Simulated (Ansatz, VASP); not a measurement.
**One calculation of BeS2, two programs**

```
Be S
1.0
     3.07027    0.00000    0.00000
     0.00000    3.07027    0.00000
     0.00000    0.00000    4.93677
Be S
1 2
Cartesian
  0.0000 0.0000 0.0000
  1.5351 1.5351 1.1986
  1.5351 1.5351 3.7381
```

Change from the starting cell: species swapped into the Ga2Cu type (P4/mmm, No. 123).

Alike in both runs: functional PBE; k mesh 16 × 16 × 10; occupations gaussian, width 0.1 eV; no spin polarisation.

Ansatz relaxed the structure, and its values are those at the end. VASP's run is a single point on that final structure, the one shown.

|  | VASP | Ansatz |
| --- | --- | --- |
| version | VASP 6.6.1 | Ansatz 0.2.0 |
| potentials or method | VASP PAW PBE potentials, release 64 (Be, S), cutoff 520 eV | scalar-relativistic, plane waves, PAW |
| valence electrons in the cell | 14 | 14 |

|  | VASP | Ansatz | Ansatz less VASP |
| --- | --- | --- | --- |
| gap on the k mesh at the Fermi level (eV) | none | none | - |
| pressure (GPa) | -0.1 | 0.0 | +0.13 |
| rms of the force components (eV/Å) | 0.015 | 0.000 | -0.0150 |

A gap of «none» marks a metal or a gap that the smearing closes. The functional is the same, so the differences come from potentials, cutoffs and numerics.
